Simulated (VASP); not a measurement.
# Cs3Hf (Pm-3m) in VASP: relaxation of cell and atoms with PBE

Aim: the relaxation of cell and atoms of Cs3Hf with PBE.

Everything below comes from runs of VASP 6.6.1. Logs are shortened: lines on timing, memory, paths and dates and some standing lists are left out, and cuts for length are marked.

### Step 1. The cell of the first run

The structure is cubic, space group Pm-3m (No. 221). The conventional cell has a = 6.346 Å, b = 6.346 Å, c = 6.346 Å, α = 90.00°, β = 90.00°, γ = 90.00°. Cs (site symmetry 4/mmm) has 8 Cs at 4.49 Å and 4 Hf at 4.49 Å within 5.9 Å. Hf (site symmetry m-3m) has 12 Cs at 4.49 Å within 5.9 Å.

### Step 2. Relaxation of cell and atoms, PBE

INCAR reads:

```
SYSTEM = Cs3Hf
  ALGO = Fast
  EDIFF = 1E-6
  EDIFFG = -0.01
  ENCUT = 600
  GGA = PE
  IBRION = 2
  ISIF = 3
  ISMEAR = 0
  LASPH = .TRUE.
  LCHARG = .FALSE.
  LREAL = .FALSE.
  LWAVE = .FALSE.
  NELM = 60
  NSW = 100
  PREC = Accurate
  SIGMA = 0.1
```

KPOINTS reads:

```
k-points
0
G
  8 8 8
  0 0 0
```

POSCAR reads:

```
Cs3Hf
1.0
    6.3457120131      0.0000000000      0.0000000000
    0.0000000000      6.3457120131      0.0000000000
    0.0000000000      0.0000000000      6.3457120131
Cs Hf
3 1
Direct
    0.0000000000      0.5000000000      0.5000000000
    0.5000000000      0.0000000000      0.5000000000
    0.5000000000      0.5000000000      0.0000000000
    0.0000000000      0.0000000000      0.0000000000
```

Potentials or basis: VASP PAW PBE potentials, release 64 (Cs_sv, Hf_pv).

On the command line:

```sh
> cat potpaw_PBE.64/Cs_sv/POTCAR potpaw_PBE.64/Hf_pv/POTCAR > POTCAR
> mpirun -np 1 vasp_std > vasp.out
```

OUTCAR:

```text
SYSTEM = Cs3Hf
   EDIFF = 1E-6
   EDIFFG = -0.01
   ENCUT = 600
   GGA = PE
   IBRION = 2
   ISIF = 3
   ISMEAR = 0
   LASPH = .TRUE.
   LREAL = .FALSE.
   NELM = 60
   NSW = 100
   PREC = Accurate

 ion  position               nearest neighbor table
   1  0.000  0.500  0.500-
   2  0.500  0.000  0.500-
   3  0.500  0.500  0.000-
   4  0.000  0.000  0.000-

  LATTYP: Found a simple cubic cell.
 ALAT       =     6.3457120131

  Lattice vectors:

 A1 = (   6.3457120131,   0.0000000000,   0.0000000000)
 A2 = (   0.0000000000,   6.3457120131,   0.0000000000)
 A3 = (   0.0000000000,   0.0000000000,   6.3457120131)

Analysis of symmetry for initial positions (statically):
=====================================================================
 Subroutine PRICEL returns:
 Original cell was already a primitive cell.

 Routine SETGRP: Setting up the symmetry group for a
 simple cubic supercell.

 Subroutine GETGRP returns: Found 48 space group operations
 (whereof 48 operations were pure point group operations)
 out of a pool of 48 trial point group operations.

The static configuration has the point symmetry O_h .

Analysis of symmetry for dynamics (positions and initial velocities):
=====================================================================
 Subroutine PRICEL returns:
 Original cell was already a primitive cell.

 Routine SETGRP: Setting up the symmetry group for a
 simple cubic supercell.

 Subroutine GETGRP returns: Found 48 space group operations
 (whereof 48 operations were pure point group operations)
 out of a pool of 48 trial point group operations.

The dynamic configuration has the point symmetry O_h .

 Subroutine INISYM returns: Found 48 space group operations
 (whereof 48 operations are pure point group operations),
 and found     1 'primitive' translations

----------------------------------------------------------------------------------------

                                     Primitive cell

  volume of cell :     255.5295

  direct lattice vectors                    reciprocal lattice vectors
     6.345712013  0.000000000  0.000000000     0.157586729  0.000000000  0.000000000
     0.000000000  6.345712013  0.000000000     0.000000000  0.157586729  0.000000000
     0.000000000  0.000000000  6.345712013     0.000000000  0.000000000  0.157586729

  length of vectors
     6.345712013  6.345712013  6.345712013     0.157586729  0.157586729  0.157586729

  position of ions in fractional coordinates (direct lattice)
     0.000000000  0.500000000  0.500000000
     0.500000000  0.000000000  0.500000000
     0.500000000  0.500000000  0.000000000
     0.000000000  0.000000000  0.000000000

  ion indices of the primitive-cell ions
   primitive index   ion index
                 1           1
                 2           2
                 3           3
                 4           4

----------------------------------------------------------------------------------------

 KPOINTS: k-points

Automatic generation of k-mesh.
 Grid dimensions read from file:
 generate k-points for:    8    8    8

 Generating k-lattice:

  Cartesian coordinates                     Fractional coordinates (reciprocal lattice)
     0.019698341  0.000000000  0.000000000     0.125000000  0.000000000  0.000000000
     0.000000000  0.019698341  0.000000000     0.000000000  0.125000000  0.000000000
     0.000000000  0.000000000  0.019698341     0.000000000  0.000000000  0.125000000
[... 53 lines left out ...]
   LSORBIT =      F    spin-orbit coupling
   LASPH  =      T    aspherical Exc in radial PAW
   ENCUT  =  600.0 eV  44.10 Ry    6.64 a.u.  12.67 12.67 12.67*2*pi/ulx,y,z
   NELM   =     60;   NELMIN=  2; NELMDL= -5     # of ELM steps
   EDIFF  = 0.1E-05   stopping-criterion for ELM
   LREAL  =      F    real-space projection
   EDIFFG = -.1E-01   stopping-criterion for IOM
   NSW    =    100    number of steps for IOM
   IBRION =      2    ionic relax: 0-MD 1-quasi-New 2-CG
   NFREE  =      1    steps in history (QN), initial steepest desc. (CG)
   ISIF   =      3    stress and relaxation
   ISYM   =      2    0-nonsym 1-usesym 2-fastsym
   POTIM  = 0.5000    time-step for ionic-motion
   TEBEG  =    0.0;   TEEND  =   0.0 temperature during run
   PSTRESS=    0.0 pullay stress
   NELECT =      37.0000    total number of electrons
   NUPDOWN=      -1.0000    fix difference up-down
   EMIN   =  10.00;   EMAX   =-10.00  energy-range for DOS
   EFERMI =   0.00;   METHOD = LEGACY
   ISMEAR =     0;   SIGMA  =   0.10  broadening in eV -4-tet -1-fermi 0-gaus
   EFERMI_NEDOS =   21; number of points for ismear=-14 and -15
   IALGO  =     68    algorithm
   IMIX   =      4    mixing-type and parameters
     AMIX     =   0.40;   BMIX     =  1.00
     AMIX_MAG =   1.60;   BMIX_MAG =  1.00
  volume/ion in A,a.u.               =      63.88       431.10
  Fermi-wavevector in a.u.,A,eV,Ry     =   0.859663  1.624528 10.054991  0.739021
  Thomas-Fermi vector in A             =   1.977052
   LORBIT       =      0    0 simple, 1 ext, 2 COOP (PROOUT), +10 PAW based schemes
   GGA     = PE    functional components
   LHFCALC =     F    Hartree Fock is set to
   AEXX    =    0.0000 exact exchange contribution
   IVDW    =     0    specifies the selected vdW correction
   LEPSILON=     F    determine dielectric tensor
   LRPA    =     F    only Hartree local field effects (RPA)
 conjugate gradient relaxation of ions
 non-spin polarized calculation
 RMM-DIIS sequential band-by-band and
 Gauss-broadening in eV      SIGMA  =   0.10
  energy-cutoff  :      600.00
  volume of cell :      255.53
 maximum number of plane-waves:      8578
 NGX is ok and might be reduce to    54
   NGX = 25   NGY = 25   NGZ = 25

--------------------------------------- Ionic step        1  -------------------------------------------

 number of electron      36.9999991 magnetization

 Free energy of the ion-electron system (eV)
  ---------------------------------------------------
  ext. energy  EPLUGINS =         0.00000000
  ---------------------------------------------------
  free energy    TOTEN  =        -7.40399130 eV

  energy without entropy =       -7.33645756  energy(sigma->0) =       -7.37022443

------------------------ aborting loop EDIFF was not reached (unconverged)  ----------------------------

  FORCE on cell =-STRESS in cart. coord.  units (eV):
  Direction    XX          YY          ZZ          XY          YZ          ZX
  --------------------------------------------------------------------------------------
  -------------------------------------------------------------------------------------
  Total        0.1818508      0.1818508      0.1818508     -0.0000000      0.0000000     -0.0000000
  in kB        1.1402094      1.1402094      1.1402094     -0.0000000      0.0000000     -0.0000000
  external PRESSURE =       1.1402094 kB  Pullay stress =       0.0000000 kB

 VOLUME and BASIS-vectors are now :
 -----------------------------------------------------------------------------
  energy-cutoff  :      600.00
  volume of cell :      255.53
      direct lattice vectors                 reciprocal lattice vectors
     6.345712013  0.000000000  0.000000000     0.157586729  0.000000000  0.000000000
     0.000000000  6.345712013  0.000000000     0.000000000  0.157586729  0.000000000
     0.000000000  0.000000000  6.345712013     0.000000000  0.000000000  0.157586729

 POSITION                                       TOTAL-FORCE (eV/Angst)
 -----------------------------------------------------------------------------------
      0.00000      3.17286      3.17286         0.000000      0.000000      0.000000
      3.17286      0.00000      3.17286         0.000000      0.000000      0.000000
      3.17286      3.17286      0.00000         0.000000      0.000000      0.000000
      0.00000      0.00000      0.00000         0.000000      0.000000      0.000000
 -----------------------------------------------------------------------------------
    total drift:                                0.000000      0.000000      0.000000

  FREE ENERGIE OF THE ION-ELECTRON SYSTEM (eV)
  ---------------------------------------------------
  free  energy   TOTEN  =        -7.4039912957 eV

  energy  without entropy=       -7.3364575621  energy(sigma->0) =       -7.37022443

--------------------------------------- Ionic step        2  -------------------------------------------

 number of electron      36.9999991 magnetization

 Free energy of the ion-electron system (eV)
  ---------------------------------------------------
  ext. energy  EPLUGINS =         0.00000000
  ---------------------------------------------------
  free energy    TOTEN  =        -7.40413440 eV

  energy without entropy =       -7.33607013  energy(sigma->0) =       -7.37010226

 E-fermi :   1.5191     XC(G=0):  -7.1026

 val. band max:        1.5187621821   @ k =   0.1250   0.0000   0.0000
 cond. band min:       1.5191358127   @ k =   0.5000   0.1250   0.1250
 fundamental gap:      0.0003736306
 Fermi energy:         1.5191035502

 k-point     1 :       0.0000    0.0000    0.0000
  band No.  band energies     occupation
      1     -30.9742      2.00000
      2     -30.9742      2.00000
      3     -30.9742      2.00000
      4     -21.6707      2.00000
      5     -21.5914      2.00000
      6     -21.5914      2.00000
[... 589 lines left out ...]
     21       1.8357      0.00001
     22       1.9043      0.00000

 [... further k-points ...]
[... 5 lines left out ...]
  --------------------------------------------------------------------------------------
  -------------------------------------------------------------------------------------
  Total       -0.0210616     -0.0210616     -0.0210616      0.0000000     -0.0000000      0.0000000
  in kB       -0.1311919     -0.1311919     -0.1311919      0.0000000     -0.0000000      0.0000000
  external PRESSURE =      -0.1311919 kB  Pullay stress =       0.0000000 kB

 VOLUME and BASIS-vectors are now :
 -----------------------------------------------------------------------------
  energy-cutoff  :      600.00
  volume of cell :      257.21
      direct lattice vectors                 reciprocal lattice vectors
     6.359629687 -0.000000000 -0.000000000     0.157241860  0.000000000  0.000000000
    -0.000000000  6.359629687 -0.000000000     0.000000000  0.157241860 -0.000000000
    -0.000000000  0.000000000  6.359629687     0.000000000  0.000000000  0.157241860

 POSITION                                       TOTAL-FORCE (eV/Angst)
 -----------------------------------------------------------------------------------
     -0.00000      3.17981      3.17981        -0.000000     -0.000000      0.000000
      3.17981      0.00000      3.17981         0.000000     -0.000000      0.000000
      3.17981      3.17981     -0.00000         0.000000      0.000000      0.000000
      0.00000      0.00000      0.00000         0.000000      0.000000      0.000000
 -----------------------------------------------------------------------------------
    total drift:                                0.000000      0.000000      0.000000

  FREE ENERGIE OF THE ION-ELECTRON SYSTEM (eV)
  ---------------------------------------------------
  free  energy   TOTEN  =        -7.4041343975 eV

  energy  without entropy=       -7.3360701290  energy(sigma->0) =       -7.37010226

 reached required accuracy - stopping structural energy minimisation
```

It took 29 min on 1 thread of Oxide Virtual Turin-like, shared host; peak memory 0.53 GiB.

What came out:

```
Free energy                            : -7.4041 eV
Relaxed volume                         : 64.30 Å³/atom
Relaxed cell                           : a = 6.360 Å, b = 6.360 Å, c = 6.360 Å, α = 90.00°, β = 90.00°, γ = 90.00°
Space group after relaxing (to 0.05 Å) : Pm-3m (No. 221)
Energy gained by relaxing              : 0.0 meV/atom
Ionic steps                            : 2
Pressure after relaxing                : 0.0 GPa
```

The path:
```
step  energy change (eV)  largest force (eV/Å)  pressure (GPa)  volume (Å³)
   1              0.0000                0.0000            0.11       255.53
   2             -0.0001                0.0000           -0.01       257.21
```

Final structure:
```
CELL_PARAMETERS angstrom
6.35963 0.00000 0.00000
0.00000 6.35963 0.00000
0.00000 0.00000 6.35963
ATOMIC_POSITIONS crystal
Cs 0.00000 0.50000 0.50000
Cs 0.50000 0.00000 0.50000
Cs 0.50000 0.50000 0.00000
Hf 0.00000 0.00000 0.00000
```

Caveat: the bands computed are all filled at some k points, so no gap is given; spin-orbit coupling is left out, which moves the levels of the heavy elements.
